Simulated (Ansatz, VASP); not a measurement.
## Si in VASP and in Ansatz

Contents of INCAR:

```
PREC = Accurate ; ENCUT = 520
EDIFF = 1E-8 ; ISMEAR = -1
SIGMA = 0.08 ; LREAL = F
LASPH = T ; NELM = 80
ALGO = Normal ; ISIF = 2
LWAVE = F ; LCHARG = F
GGA = CA ; LEFG = T
NBANDS = 11
```

Contents of KPOINTS:

```
regular mesh
0
Gamma
  11 11 11
```

POSCAR

```
Si
1.0
    0.0000000000      2.7154700000      2.6340059000
    2.7154700000      0.0000000000      2.6340059000
    2.7154700000      2.7154700000      0.0000000000
Si
2
Direct
    0.5000000000      0.5000000000      0.5000000000
    0.7500000000      0.7500000000      0.7500000000
```

Input for Ansatz:

```yaml
crystal:
  lattice:
    - [0.0, 2.71547, 2.6340059]
    - [2.71547, 0.0, 2.6340059]
    - [2.71547, 2.71547, 0.0]
  atoms:
    - { symbol: Si, position: [0.5, 0.5, 0.5] }
    - { symbol: Si, position: [0.75, 0.75, 0.75] }
kpoints:
  mp_grid: { grid: [11, 11, 11] }
scf:
  occupations: { method: fermi_dirac, width: 0.08 }
hamiltonian:
  xc: lda
  pseudopotentials: { kind: all_electron, datasets: crystal }
output:
  forces: true
  stress: true
  eigenvalues: true
  efg: { contact_densities: true }
```

Change from the starting cell: zz strain of -3 %, crystal datasets.

Alike in both runs: task electric field gradients; functional LDA; k mesh 11 × 11 × 11; occupations fermi-dirac, width 0.08 eV; no spin polarisation.

```csv
,VASP,Ansatz
version,VASP 6.6.1,Ansatz 0.2.0
potentials or method,"VASP PAW LDA potentials, release 64 (Si), cutoff 520 eV","all-electron PAW with datasets made for the crystal, scalar-relativistic"
```

|  | VASP | Ansatz | Ansatz less VASP |
| --- | --- | --- | --- |
| pressure (GPa) | 1.4 | 1.3 | -0.12 |
| traceless stress, the component that is largest in VASP (GPa) | 1.80 | 1.81 | +0.004 |
| size of Vzz on the site where it differs most (V/Å²) | 0.4 | 0.4 | -0.05 |

LDA's correlation is that of Perdew and Zunger in VASP and of Perdew and Wang (1992) in Ansatz. Ansatz ran all-electron here, and VASP with PAW potentials.
